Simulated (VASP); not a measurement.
Runs of VASP 6.6.1 on Ir. The structure is that of space group I4/mmm (No. 139), or close to it. The cells are those of the table. 

| cell | gap on the mesh (eV) | pressure (GPa) |
| --- | --- | --- |
| a = 2.717, b = 2.717, c = 2.823 Å, angles 58.7, 58.7, 62.6°, 1 atom | none | -8.2 |
| a = 2.774, b = 2.774, c = 2.606 Å, angles 62.0, 62.0, 56.0°, 1 atom | none | 9.6 |
| a = 2.666, b = 2.666, c = 2.823 Å, angles 58.0, 58.0, 64.0°, 1 atom | none | (a) |
| a = 2.724, b = 2.724, c = 2.932 Å, angles 57.4, 57.4, 65.1°, 1 atom | none | -15.1 |

Alike in all rows: task single point; level r2SCAN; potentials or basis VASP PAW PBE potentials, release 64 (Ir); no spin polarisation; k mesh 22 × 22 × 22; cutoff (eV) 520; smearing gaussian 0.15 eV.

Task: Estimate the missing entries.

Result: (a) 9.2.

Caveats: the PAW data sets were made with another functional, which shifts forces and pressure a little; spin-orbit coupling is left out, which moves the levels of the heavy elements; the cell stands under tension (at least some runs); the cell stands under pressure (at least some runs).

A k mesh can miss the band edges, and the runs leave out spin-orbit coupling on Ir.

A gap of «none» marks levels without a gap at the run's occupations.
